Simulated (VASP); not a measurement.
Set up this calculation in VASP 6.6.1, as the native input.

| Item | Value |
| --- | --- |
| Task | single point |
| Functional | PBE |
| Potentials or basis | VASP PAW PBE potentials, release 64 (Mn_pv, S) |
| Cutoff | 520 eV |
| k mesh | 7 × 7 × 7 |
| Occupations | fermi-dirac, width 0.05 eV |
| Spin | collinear spin, ferromagnetic start |
| Starting moments | [4.0, 0.0] μB |
| Dipole correction | no |
| Further INCAR settings | ALGO = Normal; EDIFF = 1e-06; NBANDS = 20 |

The structure of MnS lies in POSCAR:

```
MnS
1.0
    0.0000000000      2.4881664841      2.4881664841
    2.4881664841      0.0000000000      2.4881664841
    2.4881664841      2.4881664841      0.0000000000
Mn S
1 1
Direct
    0.0000000000      0.0000000000      0.0000000000
    0.5000000000      0.5000000000      0.5000000000
```

The input as run:

INCAR

```
SYSTEM = MnS
ALGO = Normal
EDIFF = 1E-6
ENCUT = 520
GGA = PE
ISIF = 2
ISMEAR = -1
ISPIN = 2
LASPH = .TRUE.
LCHARG = .FALSE.
LMAXMIX = 4
LORBIT = 11
LREAL = .FALSE.
LWAVE = .FALSE.
MAGMOM = 4 0
NBANDS = 20
NELM = 150
PREC = Accurate
SIGMA = 0.05
```

KPOINTS

```
k-points
0
G
  7 7 7
  0 0 0
```

Potentials or basis: VASP PAW PBE potentials, release 64 (Mn_pv, S).

Launch:

```sh
$ cat potpaw_PBE.64/Mn_pv/POTCAR potpaw_PBE.64/S/POTCAR > POTCAR
$ mpirun -np 1 vasp_std > vasp.out
```

Results of the run:

| Item | Value |
| --- | --- |
| Pressure | 5.0 GPa |
| Net moment | 4.28 μB per cell |
| Site moments | Mn +3.93; S +0.07 μB |
| Valence electrons inside the program's atomic spheres | Mn 11.46; S 3.75 |

Caveat: the cell stands under pressure; a cell with one magnetic atom can't hold antiferromagnetic order, which such compounds often take.

Wall time 66 s on 1 thread of Intel Xeon 8259CL (shared host), peak memory 0.18 GiB.
